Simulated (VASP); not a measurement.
Runs of VASP 6.6.1 on Pd. The structure is that of space group Fm-3m (No. 225), or close to it. The cells are those of the table. 

```tsv
task	cell	gap on the mesh (eV)	pressure (GPa)
single point	a = 2.737, b = 2.737, c = 2.723 Å, angles 60.2, 60.2, 59.7°, 1 atom	none	(a)
single point	a = 2.778, b = 2.778, c = 2.806 Å, angles 59.7, 59.7, 60.7°, 1 atom	none	(b)
electric field gradients	a = 2.751 Å, angles 60.0°, 1 atom	none	-7.8
electric field gradients	a = 2.694 Å, angles 60.0°, 1 atom	none	5.8
single point	a = 2.710, b = 2.710, c = 2.668 Å, angles 60.5, 60.5, 59.0°, 1 atom	none	5.6
```

Alike in all rows: level LDA; potentials or basis VASP PAW LDA potentials, release 64 (Pd); no spin polarisation; k mesh 18 × 18 × 18; cutoff (eV) 520; smearing fermi-dirac 0.05 eV.

Q: Fill in the values left out.

A: (a) -3.9; (b) -14.2.

Caveats: the cell stands under tension (at least some runs); the cell stands under pressure (at least some runs).

A k mesh can miss the band edges, and the runs leave out spin-orbit coupling on Pd.

A gap of «none» marks levels without a gap at the run's occupations.
